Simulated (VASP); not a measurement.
Set up this calculation in VASP 6.6.1, as the native input.

```yaml
Task: single point
Functional: r2SCAN
Potentials_or_basis: VASP PAW PBE potentials, release 64 (In_d)
Cutoff: 550 eV
k_mesh: 12 × 12 × 12
Occupations: fermi-dirac, width 0.1 eV
Spin: no spin polarisation
Dipole_correction: no
Further_INCAR_settings: ALGO = Normal; EDIFF = 1e-06; NBANDS = 12
```

Crystal: In.

```xyz
1
Lattice="-1.8822 1.8822 1.8822 1.8822 -1.8822 1.8822 1.8822 1.8822 -1.8822" Properties=species:S:1:pos:R:3 pbc="T T T"
In    0.0000    0.0000    0.0000
```

One way to write it, as run:

POSCAR

```
In
1.0
   -1.8821514369      1.8821514369      1.8821514369
    1.8821514369     -1.8821514369      1.8821514369
    1.8821514369      1.8821514369     -1.8821514369
In
1
Direct
    0.0000000000      0.0000000000      0.0000000000
```

INCAR.step1

```
SYSTEM = In
PREC     = Accurate       ! precision mode
ENCUT    = 550            ! plane-wave cutoff, eV
ISMEAR   = -1             ! smearing method
SIGMA    = 0.1            ! smearing width, eV
LREAL    = .False.        ! projectors in reciprocal space
LASPH    = .True.         ! aspherical terms in the spheres
NELM     = 120            ! most SCF steps
NBANDS   = 12             ! bands
GGA      = PE             ! functional
ALGO     = Normal         ! electronic algorithm
EDIFF    = 1E-5           ! SCF threshold, eV
LWAVE    = .True.         ! write WAVECAR
LCHARG   = .False.        ! write CHGCAR
GGA_COMPAT= .False.
```

INCAR.step2

```
SYSTEM = In
PREC     = Accurate       ! precision mode
ENCUT    = 550            ! plane-wave cutoff, eV
EDIFF    = 1E-6           ! SCF threshold, eV
ISMEAR   = -1             ! smearing method
SIGMA    = 0.1            ! smearing width, eV
LREAL    = .False.        ! projectors in reciprocal space
LASPH    = .True.         ! aspherical terms in the spheres
NELM     = 120            ! most SCF steps
ALGO     = Normal         ! electronic algorithm
ISIF     = 2              ! what is computed and relaxed
LWAVE    = .False.        ! write WAVECAR
LCHARG   = .True.         ! write CHGCAR
METAGGA  = R2SCAN         ! meta-GGA
LMIXTAU  = .True.       
LELF     = .True.         ! ELF
LVHAR    = .True.       
NBANDS   = 12             ! bands
ISTART   = 1            
GGA_COMPAT= .False.
```

KPOINTS

```
regular mesh
0
Gamma
  12 12 12
  0 0 0
```

Potentials or basis: VASP PAW PBE potentials, release 64 (In_d).

Launch:

```bash
$ cat potpaw_PBE.64/In_d/POTCAR > POTCAR
$ cp INCAR.step1 INCAR
$ mpirun -np 1 vasp_std > vasp.out
$ cp INCAR.step2 INCAR
$ mpirun -np 1 vasp_std > vasp.out
```

It gave:

* Pressure: 0.0 GPa

Caveat: the PAW data sets were made with another functional, which shifts forces and pressure a little.

It took 120 s on 1 thread of AMD EPYC 9R45 (Zen 5) (shared host), peak memory 0.14 GiB.
